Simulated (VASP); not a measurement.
Crystal: TaN.

```xyz
6
Lattice="5.1960 0.0000 0.0000 -2.5980 4.4999 0.0000 0.0000 0.0000 2.9110" Properties=species:S:1:pos:R:3 pbc="T T T"
Ta    0.0000    0.0000    0.0000
Ta    2.5980    1.5000    1.4555
Ta    0.0000    2.9999    1.4555
N    -1.0206    1.7678    0.0000
N     1.5774    2.7321    0.0000
N     2.0412    0.0000    0.0000
```

| Quantity | Value |
| --- | --- |
| Program | VASP 6.6.1 |
| Task | relaxation of cell and atoms |
| Functional | RPBE |
| Dispersion | D3(BJ) |
| Potentials or basis | VASP PAW PBE potentials, release 64 (Ta_pv, N) |
| Cutoff | 600 eV |
| k mesh | 6 × 6 × 9 |
| Occupations | fermi-dirac, width 0.05 eV |
| Spin | no spin polarisation |

At the start: pressure -30.8 GPa; volume 11.34 Å³/atom.

Question: Where does the relaxation end?

Answer: Over 10 steps the energy falls by 106.7 meV/atom and the volume is 10.34 Å³/atom (-8.8 %); space group P-62m (No. 189, to 0.05 Å).

The path:
| step | energy change (eV) | largest force (eV/Å) | pressure (GPa) | volume (Å³) |
| --- | --- | --- | --- | --- |
| 1 | 0.0000 | 0.1315 | -30.84 | 68.06 |
| 2 | 5.0522 | 2.0393 | 166.54 | 48.74 |
| 3 | -0.6078 | 0.5083 | -3.43 | 62.73 |
| 4 | -0.6136 | 0.5402 | -0.77 | 62.32 |
| 5 | -0.6140 | 0.5512 | 0.14 | 62.18 |
| 6 | -0.6395 | 0.0758 | 0.15 | 62.04 |
| 7 | -0.6400 | 0.0001 | 0.17 | 62.02 |
| 8 | -0.6400 | 0.0105 | 0.17 | 62.02 |
| 9 | -0.6400 | 0.0072 | -0.42 | 62.11 |
| 10 | -0.6400 | 0.0097 | 0.02 | 62.04 |

Final structure:
```
Ta N
1.0
     5.01687    0.00000    0.00000
    -2.50844    4.34474    0.00000
     0.00000    0.00000    2.84641
Ta N
3 3
Direct
  0.00000 0.00000 0.00000
  0.66667 0.33333 0.50000
  0.33333 0.66667 0.50000
  0.00000 0.39826 0.00000
  0.60174 0.60174 0.00000
  0.39826 0.00000 0.00000
```

Caveat: the PAW data sets were made with another functional, which shifts forces and pressure a little; pairwise dispersion overbinds metals, which lowers pressure and volume.
